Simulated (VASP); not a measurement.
Input of a VASP 6.6.1 run:

The input POSCAR:

```
ZnO
1.0
    3.1691551016      0.0000000000      0.0000000000
   -1.5845775508      2.7445688265      0.0000000000
    0.0000000000      0.0000000000      5.1050165770
Zn O
2 2
Direct
    0.3333333333      0.6666666667      0.4996921304
    0.6666666667      0.3333333333     -0.0003078696
    0.6666666667      0.3333333333      0.3793178696
    0.3333333333      0.6666666667      0.8793178696
```

The input INCAR.step1:

```
SYSTEM = ZnO
ALGO = Normal
EDIFF = 1E-4
ENCUT = 600
GGA = PE
ISMEAR = 0
LASPH = .TRUE.
LCHARG = .FALSE.
LREAL = .FALSE.
LWAVE = .TRUE.
NELM = 80
PREC = Accurate
SIGMA = 0.02
```

The input INCAR.step2:

```
SYSTEM = ZnO
ALGO = Normal
EDIFF = 1E-7
EDIFFG = -0.01
ENCUT = 600
IBRION = 2
ISIF = 4
ISMEAR = 0
ISTART = 1
LASPH = .TRUE.
LCHARG = .FALSE.
LMIXTAU = .TRUE.
LREAL = .FALSE.
LWAVE = .FALSE.
METAGGA = R2SCAN
NELM = 80
NSW = 50
PREC = Accurate
SIGMA = 0.02
```

The input KPOINTS:

```
k-points
0
G
  12 12 6
  0 0 0
```

Potentials or basis: VASP PAW PBE potentials, release 64 (Zn, O).

The run is started by

```bash
$ cat potpaw_PBE.64/Zn/POTCAR potpaw_PBE.64/O/POTCAR > POTCAR
$ cp INCAR.step1 INCAR
$ mpirun -np 1 vasp_std > vasp.out
$ cp INCAR.step2 INCAR
$ mpirun -np 1 vasp_std > vasp.out
```

Q: Estimate the band gap on the k mesh.

A: 1.33 eV.

Stress tensor (GPa, compression positive):
```
11.73  0.00  0.00
 0.00 11.73  0.00
 0.00  0.00 11.60
```

Caveat: the relaxation stopped at its first step, so nothing moved; the PAW data sets were made with another functional, which shifts forces and pressure a little.
